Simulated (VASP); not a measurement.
# Re (Fmmm) in VASP: a series of runs

Re is run at these levels: PBE; tasks: single point.

Program: VASP 6.6.1. These are calculated values, not measurements. Logs are shortened: lines on timing, memory, paths and dates and some standing lists are left out, and cuts for length are marked.

### Step 1. The cell of the first run

It takes space group Fmmm (No. 69, orthorhombic). Conventional cell: a = 3.485 Å, b = 3.808 Å, c = 3.915 Å, α = 90.00°, β = 90.00°, γ = 90.00°. Within 3.4 Å of Re (site symmetry mmm) lie 12 Re at 2.58 to 2.73 Å.

### Step 2. Single point, PBE (normal strain along x -0.1100, normal strain along z -0.0275)

INCAR reads:

```
SYSTEM = Re
PREC = Accurate ; ENCUT = 520
EDIFF = 1E-6 ; ISMEAR = 0
SIGMA = 0.15 ; LREAL = .FALSE.
LASPH = .TRUE. ; NELM = 80
ALGO = Fast ; ISIF = 2
LWAVE = .FALSE. ; LCHARG = .TRUE.
GGA = PE ; LELF = .TRUE.
LVHAR = .TRUE. ; NBANDS = 10
```

KPOINTS reads:

```
regular mesh
0
G
  10 10 10
  0 0 0
```

POSCAR reads:

```
Re
1.0
    0.0000000000      1.9577236186      1.9038862191
    1.7423740206      0.0000000000      1.9038862191
    1.7423740206      1.9577236186      0.0000000000
Re
1
Direct
    0.0000000000      0.0000000000      0.0000000000
```

Potentials or basis: VASP PAW PBE potentials, release 64 (Re).

Started as:

```console
$ cat potpaw_PBE.64/Re/POTCAR > POTCAR
$ mpirun -np 1 vasp_std > vasp.out
```

OUTCAR:

```text
SYSTEM = Re
   PREC = Accurate
   ENCUT = 520
   EDIFF = 1E-6
   ISMEAR = 0
   LREAL = .FALSE.
   LASPH = .TRUE.
   NELM = 80
   ISIF = 2
   GGA = PE

 ion  position               nearest neighbor table
   1  0.000  0.000  0.000-

  LATTYP: Found a face centered orthorhombic cell.
 ALAT       =     3.4847480412
 B/A-ratio  =     1.0926966292
 C/A-ratio  =     1.1235955056

  Lattice vectors:

 A1 = (   0.0000000000,   1.9577236186,  -1.9038862191)
 A2 = (   1.7423740206,   1.9577236186,   0.0000000000)
 A3 = (   1.7423740206,   0.0000000000,  -1.9038862191)

Analysis of symmetry for initial positions (statically):
=====================================================================
 Subroutine PRICEL returns:
 Original cell was already a primitive cell.

 Routine SETGRP: Setting up the symmetry group for a
 face centered orthorhombic supercell.

 Subroutine GETGRP returns: Found  8 space group operations
 (whereof  8 operations were pure point group operations)
 out of a pool of  8 trial point group operations.

The static configuration has the point symmetry D_2h.

Analysis of symmetry for dynamics (positions and initial velocities):
=====================================================================
 Subroutine PRICEL returns:
 Original cell was already a primitive cell.

 Routine SETGRP: Setting up the symmetry group for a
 face centered orthorhombic supercell.

 Subroutine GETGRP returns: Found  8 space group operations
 (whereof  8 operations were pure point group operations)
 out of a pool of  8 trial point group operations.

The dynamic configuration has the point symmetry D_2h.

 Subroutine INISYM returns: Found  8 space group operations
 (whereof  8 operations are pure point group operations),
 and found     1 'primitive' translations

----------------------------------------------------------------------------------------

                                     Primitive cell

  volume of cell :      12.9886

  direct lattice vectors                    reciprocal lattice vectors
     0.000000000  1.957723619  1.903886219    -0.286964793  0.255398666  0.262620736
     1.742374021  0.000000000  1.903886219     0.286964793 -0.255398666  0.262620736
     1.742374021  1.957723619  0.000000000     0.286964793  0.255398666 -0.262620736

  length of vectors
     2.730835861  2.580823505  2.620791673     0.465346024  0.465346024  0.465346024

  position of ions in fractional coordinates (direct lattice)
     0.000000000  0.000000000  0.000000000

  ion indices of the primitive-cell ions
   primitive index   ion index
                 1           1

----------------------------------------------------------------------------------------

 KPOINTS: regular mesh

Automatic generation of k-mesh.
 Grid dimensions read from file:
 generate k-points for:   10   10   10

 Generating k-lattice:

  Cartesian coordinates                     Fractional coordinates (reciprocal lattice)
    -0.028696479  0.025539867  0.026262074     0.100000000 -0.000000000  0.000000000
     0.028696479 -0.025539867  0.026262074    -0.000000000  0.100000000  0.000000000
     0.028696479  0.025539867 -0.026262074     0.000000000  0.000000000  0.100000000

  Length of vectors
     0.046534602  0.046534602  0.046534602

  Shift w.r.t. Gamma in fractional coordinates (k-lattice)
     0.000000000  0.000000000  0.000000000

 Subroutine IBZKPT returns following result:
 ===========================================

 Found    171 irreducible k-points:

 Following reciprocal coordinates:
            Coordinates               Weight
  0.000000  0.000000  0.000000      1.000000
  0.100000  0.000000 -0.000000      8.000000
  0.200000  0.000000 -0.000000      8.000000
  0.300000  0.000000 -0.000000      8.000000
  0.400000  0.000000 -0.000000      8.000000
  0.500000  0.000000 -0.000000      4.000000
[... 16 lines left out ...]
  0.300000  0.300000  0.000000      2.000000
  0.400000  0.300000 -0.000000      8.000000
 [... further k-points ...]
   k-points           NKPTS =    171   k-points in BZ     NKDIM =    171   number of bands    NBANDS=     10
   number of dos      NEDOS =    301   number of ions     NIONS =      1
   total plane-waves  NPLWV =   8000
   dimension x,y,z NGX =    20 NGY =   20 NGZ =   20
   dimension x,y,z NGXF=    40 NGYF=   40 NGZF=   40
   ions per type =               1
   NGX,Y,Z   is equivalent  to a cutoff of  12.18, 12.88, 12.69 a.u.
   NGXF,Y,Z  is equivalent  to a cutoff of  24.35, 25.77, 25.37 a.u.
 SYSTEM =  Re
   PREC   = accura    normal or accurate (medium, high low for compatibility)
   ISTART =      0    job   : 0-new  1-cont  2-samecut
   ICHARG =      2    charge: 1-file 2-atom 10-const
   ISPIN  =      1    spin polarized calculation?
   LNONCOLLINEAR =      F non collinear calculations
   LSORBIT =      F    spin-orbit coupling
   LASPH  =      T    aspherical Exc in radial PAW
   ENCUT  =  520.0 eV  38.22 Ry    6.18 a.u.   5.08  4.80  4.87*2*pi/ulx,y,z
   NELM   =     80;   NELMIN=  2; NELMDL= -5     # of ELM steps
   EDIFF  = 0.1E-05   stopping-criterion for ELM
   LREAL  =      F    real-space projection
   EDIFFG = 0.1E-04   stopping-criterion for IOM
   NSW    =      0    number of steps for IOM
   IBRION =     -1    ionic relax: 0-MD 1-quasi-New 2-CG
   NFREE  =      0    steps in history (QN), initial steepest desc. (CG)
   ISIF   =      2    stress and relaxation
   ISYM   =      2    0-nonsym 1-usesym 2-fastsym
   POTIM  = 0.5000    time-step for ionic-motion
   TEBEG  =    0.0;   TEEND  =   0.0 temperature during run
   PSTRESS=    0.0 pullay stress
   NELECT =       7.0000    total number of electrons
   NUPDOWN=      -1.0000    fix difference up-down
   EMIN   =  10.00;   EMAX   =-10.00  energy-range for DOS
   EFERMI =   0.00;   METHOD = LEGACY
   ISMEAR =     0;   SIGMA  =   0.15  broadening in eV -4-tet -1-fermi 0-gaus
   EFERMI_NEDOS =   21; number of points for ismear=-14 and -15
   IALGO  =     68    algorithm
   IMIX   =      4    mixing-type and parameters
     AMIX     =   0.40;   BMIX     =  1.00
     AMIX_MAG =   1.60;   BMIX_MAG =  1.00
  volume/ion in A,a.u.               =      12.99        87.65
  Fermi-wavevector in a.u.,A,eV,Ry     =   1.332252  2.517591 24.148904  1.774894
  Thomas-Fermi vector in A             =   2.461201
   LORBIT       =      0    0 simple, 1 ext, 2 COOP (PROOUT), +10 PAW based schemes
   GGA     = PE    functional components
   LHFCALC =     F    Hartree Fock is set to
   AEXX    =    0.0000 exact exchange contribution
   IVDW    =     0    specifies the selected vdW correction
   LEPSILON=     F    determine dielectric tensor
   LRPA    =     F    only Hartree local field effects (RPA)
 non-spin polarized calculation
 RMM-DIIS sequential band-by-band and
 Gauss-broadening in eV      SIGMA  =   0.15
  energy-cutoff  :      520.00
  volume of cell :       12.99
 maximum number of plane-waves:       360
   NGX = 11   NGY =  9   NGZ =  9

 number of electron       7.0000001 magnetization

 Free energy of the ion-electron system (eV)
  ---------------------------------------------------
  ext. energy  EPLUGINS =         0.00000000
  ---------------------------------------------------
  free energy    TOTEN  =       -11.87761742 eV

  energy without entropy =      -11.86872542  energy(sigma->0) =      -11.87317142

 E-fermi :   9.9156     XC(G=0): -14.4276

 val. band max:        9.9122428855   @ k =   0.2000   0.2000   0.0000
 cond. band min:       9.9673629109   @ k =  -0.2000   0.2000   0.0000
 fundamental gap:      0.0551200254
 Fermi energy:         9.9156427852

 k-point     1 :       0.0000    0.0000    0.0000
  band No.  band energies     occupation
      1      -1.2080      2.00000
      2       6.8199      2.00000
      3       7.3382      2.00000
      4       8.6875      2.00000
      5      10.0602      0.17277
      6      12.3223      0.00000
      7      24.0128      0.00000
      8      28.3345      0.00000
      9      29.3301      0.00000
     10      33.4849      0.00000

 k-point     2 :       0.1000    0.0000   -0.0000
  band No.  band energies     occupation
      1      -0.6755      2.00000
      2       6.8534      2.00000
      3       7.3976      2.00000
      4       8.6694      2.00000
      5       9.9964      0.44661
      6      12.0286      0.00000
      7      25.0267      0.00000
      8      28.0713      0.00000
      9      29.7978      0.00000
     10      32.6701      0.00000

 k-point     3 :       0.2000    0.0000   -0.0000
  band No.  band energies     occupation
      1       0.6524      2.00000
      2       6.6154      2.00000
      3       7.3974      2.00000
      4       8.9065      2.00000
      5      10.4648      0.00000
      6      11.6430      0.00000
      7      25.3813      0.00000
      8      28.0801      0.00000
      9      32.2627      0.00000
     10      34.9247      0.00000

 k-point     4 :       0.3000    0.0000   -0.0000
  band No.  band energies     occupation
      1       1.7930      2.00000
      2       6.9435      2.00000
      3       7.1387      2.00000
      4       8.8686      2.00000
      5      12.0614      0.00000
      6      12.1587      0.00000
      7      23.5027      0.00000
      8      28.5030      0.00000
      9      35.4943      0.00000
     10      36.7258      0.00000

 k-point     5 :       0.4000    0.0000   -0.0000
  band No.  band energies     occupation
      1       1.9934      2.00000
      2       6.4913      2.00000
      3       8.4021      2.00000
      4       9.1715      2.00000
      5      13.2464      0.00000
      6      14.0616      0.00000
      7      22.2680      0.00000
      8      25.1343      0.00000
      9      32.7592      0.00000
     10      33.7532      0.00000

 k-point     6 :       0.5000    0.0000   -0.0000
  band No.  band energies     occupation
      1       1.9376      2.00000
      2       6.3129      2.00000
      3       8.3030      2.00000
      4      10.3701      0.00002
      5      13.7967      0.00000
      6      15.0466      0.00000
      7      21.9337      0.00000
      8      23.2284      0.00000
      9      30.9912      0.00000
     10      32.3272      0.00000
[... 183 lines left out ...]
 k-point    21 :      -0.3000    0.2000    0.0000
  band No.  band energies     occupation
      1       3.7580      2.00000
      2       6.0455      2.00000
      3       6.6763      2.00000
      4       9.3250      2.00000
      5      11.5638      0.00000
      6      16.8372      0.00000
      7      23.4878      0.00000
      8      27.6882      0.00000
      9      29.2291      0.00000
     10      34.3669      0.00000

 k-point    22 :      -0.2000    0.2000    0.0000
  band No.  band energies     occupation
      1       3.1011      2.00000
      2       5.6872      2.00000
      3       6.9189      2.00000
      4       9.8053      1.70187
      5       9.9674      0.62582
      6      14.7060      0.00000
      7      25.2531      0.00000
      8      30.3285      0.00000
      9      30.3587      0.00000
     10      31.3378      0.00000

 k-point    23 :       0.3000    0.3000    0.0000
  band No.  band energies     occupation
      1       2.4480      2.00000
      2       4.1410      2.00000
      3       8.3814      2.00000
      4      11.4029      0.00000
      5      11.5558      0.00000
      6      12.9806      0.00000
      7      27.5861      0.00000
      8      30.0861      0.00000
      9      31.3563      0.00000
     10      33.6020      0.00000

 k-point    24 :       0.4000    0.3000   -0.0000
  band No.  band energies     occupation
      1       2.6685      2.00000
      2       3.8880      2.00000
      3       8.5818      2.00000
      4      11.7011      0.00000
      5      13.5098      0.00000
      6      14.2271      0.00000
      7      25.3589      0.00000
      8      28.2636      0.00000
      9      29.0385      0.00000
     10      34.7302      0.00000

 [... further k-points ...]
[... 5 lines left out ...]
  --------------------------------------------------------------------------------------
  -------------------------------------------------------------------------------------
  Total        7.5575243      4.6520167      5.7862796      0.0000000      0.0000000      0.0000000
  in kB      932.2371023    573.8364050    713.7502041      0.0000000      0.0000000      0.0000000
  external PRESSURE =     739.9412371 kB  Pullay stress =       0.0000000 kB

 VOLUME and BASIS-vectors are now :
 -----------------------------------------------------------------------------
  energy-cutoff  :      520.00
  volume of cell :       12.99
      direct lattice vectors                 reciprocal lattice vectors
     0.000000000  1.957723619  1.903886219    -0.286964793  0.255398666  0.262620736
     1.742374021  0.000000000  1.903886219     0.286964793 -0.255398666  0.262620736
     1.742374021  1.957723619  0.000000000     0.286964793  0.255398666 -0.262620736

 POSITION                                       TOTAL-FORCE (eV/Angst)
 -----------------------------------------------------------------------------------
      0.00000      0.00000      0.00000        -0.000000      0.000000      0.000000
 -----------------------------------------------------------------------------------
    total drift:                                0.000000      0.000000     -0.000000

  FREE ENERGIE OF THE ION-ELECTRON SYSTEM (eV)
  ---------------------------------------------------
  free  energy   TOTEN  =       -11.8776174245 eV

  energy  without entropy=      -11.8687254174  energy(sigma->0) =      -11.87317142
```

Run time: 16 s. Hardware: 1 thread of Intel Xeon Platinum 8488C (Sapphire Rapids), shared host; peak memory 0.14 GiB.

What came out:

* Free energy: -11.8776 eV
* Pressure: 74.0 GPa

Caveat: the cell differs from its parent crystal (normal strain along x -0.1100, normal strain along z -0.0275); spin-orbit coupling is left out, which moves the levels of the heavy elements.

### Step 3. Single point, PBE (normal strain along x -0.0825, normal strain along z -0.0275)

INCAR reads:

```
SYSTEM = Re
PREC = Accurate
ENCUT = 520
EDIFF = 1E-6
ISMEAR = 0
SIGMA = 0.15
LREAL = .False.
LASPH = .True.
NELM = 100
ALGO = Normal
ISIF = 2
LWAVE = .False.
LCHARG = .False.
GGA = PE
NBANDS = 10
```

KPOINTS reads:

```
Automatic mesh
0
Gamma
  10 10 10
  0 0 0
```

POSCAR reads:

```
Re
1.0
    0.0000000000      1.9577236186      1.9038862191
    1.7962114201      0.0000000000      1.9038862191
    1.7962114201      1.9577236186      0.0000000000
Re
1
Direct
    0.0000000000      0.0000000000      0.0000000000
```

Potentials or basis: VASP PAW PBE potentials, release 64 (Re).

Started as:

```console
$ cat potpaw_PBE.64/Re/POTCAR > POTCAR
$ mpirun -np 1 vasp_std > vasp.out
```

It took 14 s on 1 thread of Intel Xeon Platinum 8488C (Sapphire Rapids), shared host; peak memory 0.14 GiB.

It converged, with:

```
Free energy : -12.0812 eV
Pressure    : 54.1 GPa
```

Stress tensor (GPa, compression positive):
```
69.23  0.00  0.00
 0.00 40.81  0.00
 0.00  0.00 52.41
```

Levels at points of the mesh, in eV from the Fermi level:
```csv
k point,band 1,band 2,band 3,band 4,band 5,band 6,band 7
"(0.00, 0.00, 0.00)",-10.86,-2.82,-2.33,-1.45,0.52,2.17,14.03
"(0.50, 0.00, 0.00)",-7.67,-3.16,-1.80,0.39,3.95,4.78,11.49
"(0.50, 0.50, 0.00)",-7.80,-6.73,3.02,4.11,4.46,5.94,12.45
"(0.50, 0.00, 0.50)",-7.80,-6.72,2.40,4.31,4.74,5.61,13.17
"(0.00, 0.50, 0.50)",-7.78,-6.96,4.27,4.39,4.96,5.56,11.98
```

Caveat: the cell differs from its parent crystal (normal strain along x -0.0825, normal strain along z -0.0275); spin-orbit coupling is left out, which moves the levels of the heavy elements.

### Step 4. Single point, PBE (normal strain along x -0.1100, normal strain along z +0.0550)

INCAR reads:

```
SYSTEM = Re
ALGO     = Normal         ! electronic algorithm
EDIFF    = 1E-6           ! SCF threshold, eV
ENCUT    = 520            ! plane-wave cutoff, eV
GGA      = PE             ! functional
ISIF     = 2              ! what is computed and relaxed
ISMEAR   = 0              ! smearing method
LASPH    = .TRUE.         ! aspherical terms in the spheres
LCHARG   = .TRUE.         ! write CHGCAR
LELF     = .TRUE.         ! ELF
LREAL    = .FALSE.        ! projectors in reciprocal space
LVHAR    = .TRUE.       
LWAVE    = .FALSE.        ! write WAVECAR
NBANDS   = 10             ! bands
NELM     = 80             ! most SCF steps
PREC     = Accurate       ! precision mode
SIGMA    = 0.15           ! smearing width, eV
```

KPOINTS reads:

```
k-points
0
G
  10 10 10
  0 0 0
```

POSCAR reads:

```
Re
1.0
    0.0000000000      1.9577236186      2.0653984176
    1.7423740206      0.0000000000      2.0653984176
    1.7423740206      1.9577236186      0.0000000000
Re
1
Direct
    0.0000000000      0.0000000000      0.0000000000
```

Started as:

```console
$ cat potpaw_PBE.64/Re/POTCAR > POTCAR
$ mpirun -np 1 vasp_std > vasp.out
```

It took 11 s on 1 thread of Intel Xeon Platinum 8488C (Sapphire Rapids), shared host; peak memory 0.15 GiB.

It converged, with:

```
Free energy : -12.1380 eV
Pressure    : 28.4 GPa
```

Stress tensor (GPa, compression positive):
```
46.07  0.00  0.00
 0.00 28.85  0.00
 0.00  0.00 10.28
```

Levels at points of the mesh, in eV from the Fermi level:
```csv
k point,band 1,band 2,band 3,band 4,band 5,band 6,band 7,band 8
"(0.00, 0.00, 0.00)",-10.60,-3.15,-2.19,-0.67,-0.47,2.31,14.21,17.23
"(0.50, 0.00, 0.00)",-7.37,-3.58,-1.03,0.21,3.12,4.65,10.73,13.06
"(0.50, 0.50, 0.00)",-7.44,-6.21,1.33,3.66,3.89,5.17,11.88,12.89
"(0.50, 0.00, 0.50)",-7.41,-6.11,2.41,3.12,3.28,5.83,11.67,13.44
"(0.00, 0.50, 0.50)",-7.33,-6.69,3.84,4.11,5.11,5.28,10.53,11.35
```

Caveat: the cell differs from its parent crystal (normal strain along x -0.1100, normal strain along z +0.0550); spin-orbit coupling is left out, which moves the levels of the heavy elements.

### Step 5. The runs side by side

```tsv
cell	gap on the mesh (eV)	pressure (GPa)
a = 2.731, b = 2.581, c = 2.621 Å, angles 63.3, 57.6, 59.0°, 1 atom	none	74.0
a = 2.731, b = 2.617, c = 2.657 Å, angles 62.4, 58.1, 59.5°, 1 atom	none	54.1
a = 2.846, b = 2.702, c = 2.621 Å, angles 64.6, 59.1, 56.3°, 1 atom	none	28.4
```

Alike in all rows: task single point; level PBE; potentials or basis VASP PAW PBE potentials, release 64 (Re); no spin polarisation; k mesh 10 × 10 × 10; cutoff (eV) 520; smearing gaussian 0.15 eV.

Caveats: spin-orbit coupling is left out, which moves the levels of the heavy elements.

Absolute energies hang on the potentials; compare differences alone.
